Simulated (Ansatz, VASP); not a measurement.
## Two plane-wave programs on HC12

```
C H
1.0
     4.93116    0.00000    0.00000
     0.00000    4.00987    0.00000
     0.00000    0.00000   21.60142
C H
12 1
Direct
  0.25000 0.37770 0.18517
  0.75000 0.37770 0.18517
  0.00000 0.47208 0.21304
  0.50000 0.47208 0.21304
  0.00000 0.66096 0.26881
  0.50000 0.66096 0.26881
  0.25000 0.75037 0.29625
  0.75000 0.75037 0.29625
  0.25000 0.94129 0.35527
  0.75000 0.94129 0.35527
  0.00000 0.02343 0.37967
  0.50000 0.02343 0.37967
  0.08333 0.69010 0.49540
```

Alike in both runs: task single point; functional PBE; dispersion D3(BJ); k mesh 6 × 7 × 1; occupations gaussian, width 0.05 eV; collinear spin.

|  | VASP | Ansatz |
| --- | --- | --- |
| version | VASP 6.6.1 | Ansatz 0.2.0 |
| potentials or method | VASP PAW PBE potentials, release 64 (C, H), cutoff 520 eV | scalar-relativistic, plane waves, PAW |
| valence electrons in the cell | 49 | 49 |

```tsv
	VASP	Ansatz	Ansatz less VASP
rms of the force components (eV/Å)	0.858	1.065	+0.2075
net moment per atom (μB)	0.13	0.08	-0.049
size of the moment on the site where the two differ most (μB)	0.37	0.82	+0.450
```

Site moments also hang on the region over which each program counts them. Atom by atom the forces differ by 0.385 eV/Å (rms over components).
